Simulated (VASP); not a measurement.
Input of a VASP 6.6.1 run:

The input INCAR:

```
SYSTEM = K
  AGGAC = 1.0
  AGGAX = 1.0
  ALDAC = 0.0
  ALDAX = 1.0
  ALGO = Normal
  EDIFF = 1E-6
  ENCUT = 520
  GGA = B5
  ISIF = 2
  ISMEAR = -1
  LASPH = .TRUE.
  LCHARG = .FALSE.
  LREAL = .FALSE.
  LWAVE = .FALSE.
  NBANDS = 26
  NELM = 60
  PREC = Accurate
  SIGMA = 0.1
```

Contents of KPOINTS:

```
k-points
0
G
  9 9 3
  0 0 0
```

The input POSCAR:

```
K
1.0
    4.5582218100      0.0000000000      0.0000000000
   -2.2791109050      3.9475358836      0.0000000000
    0.0000000000      0.0000000000     14.8442942529
K
4
Direct
    0.0000000000      1.0000000000      0.0000000000
    1.0000000000      1.0000000000      0.5000000000
    0.3333333333      0.6666666667      0.2500000000
    0.6666666667      0.3333333333      0.7500000000
```

Potentials or basis: VASP PAW PBE potentials, release 64 (K_sv).

The run is started by

```console
$ cat potpaw_PBE.64/K_sv/POTCAR > POTCAR
$ mpirun -np 1 vasp_std > vasp.out
```

Task: Predict the pressure.

Result: 0.5 GPa.

Task: Predict the band gap on the k mesh.

Result: Zero (bands 18 and 19 overlap by 2.45 eV).

Caveat: the PAW data sets were made with another functional, which shifts forces and pressure a little.
